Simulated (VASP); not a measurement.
# Nb (Fm-3m) in VASP: further runs

Nb is run at these levels: PBE; tasks: single point.

Program: VASP 6.6.1. These are calculated values, not measurements. Logs are shortened: lines on timing, memory, paths and dates and some standing lists are left out, and cuts for length are marked.

## Step 1: The cell of the first run

The structure is cubic, space group Fm-3m (No. 225). Conventional cell: a = 4.218 Å, b = 4.218 Å, c = 4.218 Å, α = 90.00°, β = 90.00°, γ = 90.00°. Within 3.9 Å of Nb (site symmetry m-3m) lie 12 Nb at 2.98 Å.

## Step 2: Single point, PBE

Contents of INCAR:

```
SYSTEM = Nb
ALGO = Normal ; EDIFF = 1E-7
ENCUT = 520 ; GGA = PE
ISIF = 2 ; ISMEAR = -1
LASPH = .True. ; LCHARG = .True.
LELF = .True. ; LREAL = .False.
LVHAR = .True. ; LWAVE = .False.
NBANDS = 12 ; NELM = 60
PREC = Accurate ; SIGMA = 0.06122561905347299
```

Contents of KPOINTS:

```
k-points
0
Gamma
  15 15 15
  0 0 0
```

Contents of POSCAR:

```
Nb
1.0
    0.0000000000      2.1090943457      2.1090943457
    2.1090943457      0.0000000000      2.1090943457
    2.1090943457      2.1090943457      0.0000000000
Nb
1
Direct
    0.0000000000      0.0000000000      0.0000000000
```

Potentials or basis: VASP PAW PBE potentials, release 64 (Nb_sv).

On the command line:

```sh
$ cat potpaw_PBE.64/Nb_sv/POTCAR > POTCAR
$ mpirun -np 1 vasp_std > vasp.out
```

OUTCAR:

```text
SYSTEM = Nb
   EDIFF = 1E-7
   ENCUT = 520
   GGA = PE
   ISIF = 2
   ISMEAR = -1
   LASPH = .True.
   LREAL = .False.
   NELM = 60
   PREC = Accurate

 ion  position               nearest neighbor table
   1  0.000  0.000  0.000-

  LATTYP: Found a face centered cubic cell.
 ALAT       =     4.2181886914

  Lattice vectors:

 A1 = (   0.0000000000,   2.1090943457,   2.1090943457)
 A2 = (   2.1090943457,   0.0000000000,   2.1090943457)
 A3 = (   2.1090943457,   2.1090943457,   0.0000000000)

Analysis of symmetry for initial positions (statically):
=====================================================================
 Subroutine PRICEL returns:
 Original cell was already a primitive cell.

 Routine SETGRP: Setting up the symmetry group for a
 face centered cubic supercell.

 Subroutine GETGRP returns: Found 48 space group operations
 (whereof 48 operations were pure point group operations)
 out of a pool of 48 trial point group operations.

The static configuration has the point symmetry O_h .

Analysis of symmetry for dynamics (positions and initial velocities):
=====================================================================
 Subroutine PRICEL returns:
 Original cell was already a primitive cell.

 Routine SETGRP: Setting up the symmetry group for a
 face centered cubic supercell.

 Subroutine GETGRP returns: Found 48 space group operations
 (whereof 48 operations were pure point group operations)
 out of a pool of 48 trial point group operations.

The dynamic configuration has the point symmetry O_h .

 Subroutine INISYM returns: Found 48 space group operations
 (whereof 48 operations are pure point group operations),
 and found     1 'primitive' translations

----------------------------------------------------------------------------------------

                                     Primitive cell

  volume of cell :      18.7637

  direct lattice vectors                    reciprocal lattice vectors
     0.000000000  2.109094346  2.109094346    -0.237068579  0.237068579  0.237068579
     2.109094346  0.000000000  2.109094346     0.237068579 -0.237068579  0.237068579
     2.109094346  2.109094346  0.000000000     0.237068579  0.237068579 -0.237068579

  length of vectors
     2.982709828  2.982709828  2.982709828     0.410614824  0.410614824  0.410614824

  position of ions in fractional coordinates (direct lattice)
     0.000000000  0.000000000  0.000000000

  ion indices of the primitive-cell ions
   primitive index   ion index
                 1           1

----------------------------------------------------------------------------------------

 KPOINTS: k-points

Automatic generation of k-mesh.
 Grid dimensions read from file:
 generate k-points for:   15   15   15

 Generating k-lattice:

  Cartesian coordinates                     Fractional coordinates (reciprocal lattice)
    -0.015804572  0.015804572  0.015804572     0.066666667  0.000000000  0.000000000
     0.015804572 -0.015804572  0.015804572     0.000000000  0.066666667  0.000000000
     0.015804572  0.015804572 -0.015804572     0.000000000  0.000000000  0.066666667

  Length of vectors
     0.027374322  0.027374322  0.027374322

  Shift w.r.t. Gamma in fractional coordinates (k-lattice)
     0.000000000  0.000000000  0.000000000

 Subroutine IBZKPT returns following result:
 ===========================================

 Found    120 irreducible k-points:

 Following reciprocal coordinates:
            Coordinates               Weight
  0.000000  0.000000  0.000000      1.000000
  0.066667  0.000000  0.000000      8.000000
  0.133333  0.000000  0.000000      8.000000
  0.200000  0.000000  0.000000      8.000000
  0.266667  0.000000  0.000000      8.000000
  0.333333  0.000000  0.000000      8.000000
[... 16 lines left out ...]
  0.133333  0.133333  0.000000      6.000000
  0.200000  0.133333  0.000000     24.000000
 [... further k-points ...]
   k-points           NKPTS =    120   k-points in BZ     NKDIM =    120   number of bands    NBANDS=     12
   number of dos      NEDOS =    301   number of ions     NIONS =      1
   total plane-waves  NPLWV =  13824
   dimension x,y,z NGX =    24 NGY =   24 NGZ =   24
   dimension x,y,z NGXF=    48 NGYF=   48 NGZF=   48
   ions per type =               1
   NGX,Y,Z   is equivalent  to a cutoff of  13.38, 13.38, 13.38 a.u.
   NGXF,Y,Z  is equivalent  to a cutoff of  26.75, 26.75, 26.75 a.u.
 SYSTEM =  Nb
   PREC   = accura    normal or accurate (medium, high low for compatibility)
   ISTART =      0    job   : 0-new  1-cont  2-samecut
   ICHARG =      2    charge: 1-file 2-atom 10-const
   ISPIN  =      1    spin polarized calculation?
   LNONCOLLINEAR =      F non collinear calculations
   LSORBIT =      F    spin-orbit coupling
   LASPH  =      T    aspherical Exc in radial PAW
   ENCUT  =  520.0 eV  38.22 Ry    6.18 a.u.   5.55  5.55  5.55*2*pi/ulx,y,z
   NELM   =     60;   NELMIN=  2; NELMDL= -5     # of ELM steps
   EDIFF  = 0.1E-06   stopping-criterion for ELM
   LREAL  =      F    real-space projection
   EDIFFG = 0.1E-05   stopping-criterion for IOM
   NSW    =      0    number of steps for IOM
   IBRION =     -1    ionic relax: 0-MD 1-quasi-New 2-CG
   NFREE  =      0    steps in history (QN), initial steepest desc. (CG)
   ISIF   =      2    stress and relaxation
   ISYM   =      2    0-nonsym 1-usesym 2-fastsym
   POTIM  = 0.5000    time-step for ionic-motion
   TEBEG  =    0.0;   TEEND  =   0.0 temperature during run
   PSTRESS=    0.0 pullay stress
   NELECT =      13.0000    total number of electrons
   NUPDOWN=      -1.0000    fix difference up-down
   EMIN   =  10.00;   EMAX   =-10.00  energy-range for DOS
   EFERMI =   0.00;   METHOD = LEGACY
   ISMEAR =    -1;   SIGMA  =   0.06  broadening in eV -4-tet -1-fermi 0-gaus
   EFERMI_NEDOS =   21; number of points for ismear=-14 and -15
   IALGO  =     38    algorithm
   IMIX   =      4    mixing-type and parameters
     AMIX     =   0.40;   BMIX     =  1.00
     AMIX_MAG =   1.60;   BMIX_MAG =  1.00
  volume/ion in A,a.u.               =      18.76       126.62
  Fermi-wavevector in a.u.,A,eV,Ry     =   1.448605  2.737466 28.551228  2.098456
  Thomas-Fermi vector in A             =   2.566427
   LORBIT       =      0    0 simple, 1 ext, 2 COOP (PROOUT), +10 PAW based schemes
   GGA     = PE    functional components
   LHFCALC =     F    Hartree Fock is set to
   AEXX    =    0.0000 exact exchange contribution
   IVDW    =     0    specifies the selected vdW correction
   LEPSILON=     F    determine dielectric tensor
   LRPA    =     F    only Hartree local field effects (RPA)
 non-spin polarized calculation
  energy-cutoff  :      520.00
  volume of cell :       18.76
 maximum number of plane-waves:       531
 NGX is ok and might be reduce to    24
   NGX = 11   NGY = 11   NGZ = 11

 number of electron      13.0000001 magnetization

 Free energy of the ion-electron system (eV)
  ---------------------------------------------------
  ext. energy  EPLUGINS =         0.00000000
  ---------------------------------------------------
  free energy    TOTEN  =        -9.90320012 eV

  energy without entropy =       -9.88495938  energy(sigma->0) =       -9.89407975

 E-fermi :  10.9877     XC(G=0): -12.2932

 val. band max:       10.9869432079   @ k =  -0.4000   0.3333   0.0667
 cond. band min:      10.9904756736   @ k =  -0.4000   0.2000   0.0000
 fundamental gap:      0.0035324657
 Fermi energy:        10.9876673145

 k-point     1 :       0.0000    0.0000    0.0000
  band No.  band energies     occupation
      1     -43.8243      2.00000
      2     -19.2115      2.00000
      3     -19.2115      2.00000
      4     -19.2115      2.00000
      5       4.7424      2.00000
      6      11.0725      0.40035
      7      11.0725      0.40035
      8      11.0725      0.40035
      9      13.6672      0.00000
     10      13.6672      0.00000
     11      22.7875      0.00000
     12      27.5681      0.00000

 k-point     2 :       0.0667    0.0000    0.0000
  band No.  band energies     occupation
      1     -43.8161      2.00000
      2     -19.2663      2.00000
      3     -19.2182      2.00000
      4     -19.2182      2.00000
      5       4.9082      2.00000
      6      10.9435      1.34561
      7      11.1486      0.13462
      8      11.1486      0.13461
      9      13.5994      0.00000
     10      13.5994      0.00000
     11      23.1208      0.00000
     12      26.8671      0.00000

 k-point     3 :       0.1333    0.0000    0.0000
  band No.  band energies     occupation
      1     -43.7929      2.00000
      2     -19.4193      2.00000
      3     -19.2374      2.00000
      4     -19.2374      2.00000
      5       5.3752      2.00000
      6      10.6348      1.99374
      7      11.3321      0.00719
      8      11.3321      0.00719
      9      13.4696      0.00000
     10      13.4696      0.00000
     11      23.9584      0.00000
     12      25.6498      0.00000
[... 286 lines left out ...]
 k-point    23 :       0.1333    0.1333    0.0000
  band No.  band energies     occupation
      1     -43.7824      2.00000
      2     -19.4133      2.00000
      3     -19.2830      2.00000
      4     -19.2830      2.00000
      5       5.5854      2.00000
      6      10.2825      1.99998
      7      11.5956      0.00010
      8      11.5956      0.00010
      9      12.7372      0.00000
     10      13.9421      0.00000
     11      24.4655      0.00000
     12      26.5449      0.00000

 k-point    24 :       0.2000    0.1333    0.0000
  band No.  band energies     occupation
      1     -43.7567      2.00000
      2     -19.5568      2.00000
      3     -19.3190      2.00000
      4     -19.3093      2.00000
      5       6.0928      2.00000
      6       9.9440      2.00000
      7      11.7303      0.00001
      8      11.8522      0.00000
      9      12.5404      0.00000
     10      14.0812      0.00000
     11      25.3570      0.00000
     12      25.8794      0.00000

 [... further k-points ...]
[... 5 lines left out ...]
  --------------------------------------------------------------------------------------
  -------------------------------------------------------------------------------------
  Total       -0.0427270     -0.0427270     -0.0427270     -0.0000000     -0.0000000      0.0000000
  in kB       -3.6483398     -3.6483398     -3.6483398     -0.0000000     -0.0000000      0.0000000
  external PRESSURE =      -3.6483398 kB  Pullay stress =       0.0000000 kB

 VOLUME and BASIS-vectors are now :
 -----------------------------------------------------------------------------
  energy-cutoff  :      520.00
  volume of cell :       18.76
      direct lattice vectors                 reciprocal lattice vectors
     0.000000000  2.109094346  2.109094346    -0.237068579  0.237068579  0.237068579
     2.109094346  0.000000000  2.109094346     0.237068579 -0.237068579  0.237068579
     2.109094346  2.109094346  0.000000000     0.237068579  0.237068579 -0.237068579

 POSITION                                       TOTAL-FORCE (eV/Angst)
 -----------------------------------------------------------------------------------
      0.00000      0.00000      0.00000        -0.000000     -0.000000      0.000000
 -----------------------------------------------------------------------------------
    total drift:                                0.000000      0.000000     -0.000000

  FREE ENERGIE OF THE ION-ELECTRON SYSTEM (eV)
  ---------------------------------------------------
  free  energy   TOTEN  =        -9.9032001198 eV

  energy  without entropy=       -9.8849593802  energy(sigma->0) =       -9.89407975
```

Wall time 12 s (1 thread of Intel Xeon Platinum 8488C (Sapphire Rapids), shared host); peak memory 0.15 GiB.

Results:

```yaml
Free_energy: -9.9032 eV
Pressure: -0.4 GPa
```

## Step 3: Single point, PBE

This run uses another cell than the first one, of 19.14 Å³/atom, 1.020 times its volume.

Contents of INCAR:

```
  PREC = Accurate
  ENCUT = 520
  EDIFF = 1E-6
  ISMEAR = -1
  SIGMA = 0.06122561905347299
  LREAL = F
  LASPH = T
  NELM = 80
  ALGO = Normal
  ISIF = 2
  LWAVE = F
  LCHARG = F
  GGA = PE
  NBANDS = 12
```

Contents of KPOINTS:

```
regular mesh
0
Gamma
  15 15 15
```

Contents of POSCAR:

```
Nb
1.0
    0.0000000000      2.1230622649      2.1230622649
    2.1230622649      0.0000000000      2.1230622649
    2.1230622649      2.1230622649      0.0000000000
Nb
1
Direct
    0.0000000000      0.0000000000      0.0000000000
```

Potentials or basis: VASP PAW PBE potentials, release 64 (Nb_sv).

On the command line:

```sh
$ cat potpaw_PBE.64/Nb_sv/POTCAR > POTCAR
$ mpirun -np 1 vasp_std > vasp.out
```

It took 11 s on 1 thread of Intel Xeon Platinum 8488C (Sapphire Rapids), shared host; peak memory 0.15 GiB.

The run converged. Its results:

```yaml
Free_energy: -9.8989 eV
Pressure: -3.5 GPa
```

Levels at points of the mesh, in eV from the Fermi level:
```csv
k point,band 2,band 3,band 4,band 5,band 6,band 7,band 8,band 9,band 10,band 11
"(0.00, 0.00, 0.00)",-30.26,-30.26,-30.26,-6.19,0.10,0.10,0.10,2.62,2.62,11.78
```
